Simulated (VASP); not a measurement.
Input of a VASP 6.6.1 run:

Contents of INCAR:

```
PREC     = Accurate       # precision mode
ENCUT    = 520            # plane-wave cutoff, eV
EDIFF    = 1E-6           # SCF threshold, eV
ISMEAR   = 0              # smearing method
SIGMA    = 0.15           # smearing width, eV
LREAL    = F              # projectors in reciprocal space
LASPH    = T              # aspherical terms in the spheres
NELM     = 150            # most SCF steps
ALGO     = Fast           # electronic algorithm
ISIF     = 2              # what is computed and relaxed
LWAVE    = F              # write WAVECAR
LCHARG   = F              # write CHGCAR
ISPIN    = 2              # spin polarisation
MAGMOM   = 0 0.75         # initial moments
LORBIT   = 11             # projections on sites
LMAXMIX  = 4              # l up to which the mixer works
GGA      = PS             # functional
NBANDS   = 16             # bands
```

File KPOINTS:

```
regular mesh
0
Gamma
  18 18 18
```

Contents of POSCAR:

```
AlFe
1.0
    2.9342595397      0.0000000000      0.0000000000
    0.0000000000      2.9342595397      0.0000000000
    0.0000000000      0.0000000000      2.6745775704
Al Fe
1 1
Direct
    0.0000000000      0.0000000000      0.0000000000
    0.5000000000      0.5000000000      0.5000000000
```

Potentials or basis: VASP PAW PBE potentials, release 64 (Al, Fe).

Run with:

```sh
$ cat potpaw_PBE.64/Al/POTCAR potpaw_PBE.64/Fe/POTCAR > POTCAR
$ mpirun -np 1 vasp_std > vasp.out
```

(1) Predict the net moment.

(2) Predict the pressure.

(3) What does it give for the site moments?

Answers

(1) 0.73 μB per cell.

(2) 1.4 GPa.

(3) Al -0.02; Fe +0.77 μB.

Caveat: the stress differs along the axes, from -3 to 10 GPa; the PAW data sets were made with another functional, which shifts forces and pressure a little.
